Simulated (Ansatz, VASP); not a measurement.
**One calculation of RbZnI3, two programs**

```
CELL_PARAMETERS angstrom
5.89254 0.00000 0.00000
0.00000 5.89254 0.00000
0.00000 0.00000 5.89254
ATOMIC_POSITIONS crystal
Rb 0.00000 0.00000 0.00000
Zn 0.50000 0.50000 0.50000
I 0.50000 0.50000 0.00000
I 0.50000 0.00000 0.50000
I 0.00000 0.50000 0.50000
```

Alike in both runs: task single point; functional PBE; k mesh 4 × 4 × 4; occupations fermi-dirac, width 0.02 eV; no spin polarisation.

```csv
,VASP,Ansatz
version,VASP 6.6.1,Ansatz 0.2.0
potentials or method,"VASP PAW PBE potentials, release 64 (Rb_sv, Zn, I)","plane waves, PAW"
plane-wave cutoff (eV),520,420
valence electrons in the cell,42,72
```

```tsv
	VASP	Ansatz	Ansatz less VASP
pressure (GPa)	-1.0	-1.0	-0.02
```

VASP's potentials hold 42 valence electrons a cell and Ansatz's 72, so a difference there can come from the potentials and not from the codes.

Spin-orbit coupling is off throughout.
